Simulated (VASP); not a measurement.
W:

```xyz
1
Lattice="-1.5784 1.5784 1.5784 1.5784 -1.5784 1.5784 1.5784 1.5784 -1.5784" Properties=species:S:1:pos:R:3 pbc="T T T"
W     0.0000    0.0000    0.0000
```

```yaml
Program: VASP 6.6.1
Task: relaxation of cell and atoms
Functional: r2SCAN
Potentials_or_basis: VASP PAW PBE potentials, release 64 (W_sv)
Cutoff: 600 eV
k_mesh: 19 × 19 × 19
Occupations: fermi-dirac, width 0.05 eV
Spin: no spin polarisation
```

At the start: pressure 5.0 GPa; volume 15.73 Å³/atom.

Question: Where does the relaxation end?

Answer: Over 4 steps the energy falls by 3.7 meV/atom and the volume is 15.97 Å³/atom (+1.5 %); space group Im-3m (No. 229, to 0.1 Å) before and after.

Step by step:
| step | energy change (eV) | largest force (eV/Å) | pressure (GPa) | volume (Å³) |
| --- | --- | --- | --- | --- |
| 1 | 0.0000 | 0.0000 | 4.97 | 15.73 |
| 2 | 0.0421 | 0.0000 | -15.60 | 16.87 |
| 3 | -0.0037 | 0.0000 | -0.10 | 15.98 |
| 4 | -0.0037 | 0.0000 | 0.00 | 15.97 |

Final structure:
```
W
1.0
    -1.58645    1.58645    1.58645
     1.58645   -1.58645    1.58645
     1.58645    1.58645   -1.58645
W
1
Direct
  0.00000 0.00000 0.00000
```

Caveat: the PAW data sets were made with another functional, which shifts forces and pressure a little.
